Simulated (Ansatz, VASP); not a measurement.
CuI in VASP and in Ansatz

Contents of INCAR:

```
  ALGO = Normal
  EDIFF = 1E-7
  ENCUT = 520
  GGA = PE
  GGA_COMPAT = False
  ISIF = 2
  ISMEAR = -1
  LASPH = True
  LCHARG = False
  LMAXMIX = 4
  LNONCOLLINEAR = True
  LORBIT = 11
  LORBMOM = True
  LREAL = False
  LSORBIT = True
  LWAVE = False
  MAGMOM = 0 0 0 0 0 0
  NBANDS = 30
  NELM = 150
  PREC = Accurate
  SIGMA = 0.05
```

KPOINTS

```
k-points
0
Gamma
  6 6 6
```

File POSCAR:

```
CuI
1.0
    0.0000000000      3.0315000000      3.0315000000
    3.0315000000      0.0000000000      3.0315000000
    3.0315000000      3.0315000000      0.0000000000
I Cu
1 1
Direct
    0.0000000000      0.0000000000      0.0000000000
    0.7500000000      0.7500000000      0.7500000000
```

input.yaml

```yaml
crystal:
  lattice:
    - [0.0, 3.0315, 3.0315]
    - [3.0315, 0.0, 3.0315]
    - [3.0315, 3.0315, 0.0]
  atoms:
    - { symbol: I, position: [0.0, 0.0, 0.0] }
    - { symbol: Cu, position: [0.75, 0.75, 0.75] }
hamiltonian:
  xc: pbe
  pseudopotentials: { kind: paw_fr }
magnetization:
  noncollinear: true
  spin_orbit: true
kpoints:
  mp_grid: { grid: [6, 6, 6] }
  band_path:
    path:
      - [[0.0, 0.0, 0.0], [0.5, 0.0, 0.5], [0.5, 0.25, 0.75], [0.375, 0.375, 0.75], [0.0, 0.0, 0.0], [0.5, 0.5, 0.5], [0.625, 0.25, 0.625], [0.5, 0.25, 0.75], [0.5, 0.5, 0.5], [0.375, 0.375, 0.75]]
      - [[0.625, 0.25, 0.625], [0.5, 0.0, 0.5]]
    npoints: 14
scf:
  occupations: { method: fermi_dirac, width: 0.05 }
  n_extra_bands: 6
output:
  forces: true
  stress: true
  eigenvalues: true
  fatbands: false
```

Alike in both runs: functional PBE; k mesh 6 × 6 × 6; occupations fermi-dirac, width 0.05 eV; non-collinear spin, spin-orbit coupling.

|  | VASP | Ansatz |
| --- | --- | --- |
| version | VASP 6.6.1 | Ansatz 0.2.0 |
| potentials or method | VASP PAW PBE potentials, release 64 (I, Cu) | Ansatz PAW |
| plane-wave cutoff (eV) | 520 | 420 |
| valence electrons in the cell | 18 | 36 |
| task | single point | band structure |

|  | VASP | Ansatz | Ansatz less VASP |
| --- | --- | --- | --- |
| pressure (GPa) | 0.4 | 0.4 | -0.02 |

With one functional, cell and mesh, what is left measures potentials, basis and numerics. VASP's potentials hold 18 valence electrons a cell and Ansatz's 36, so a difference there can come from the potentials and not from the codes.
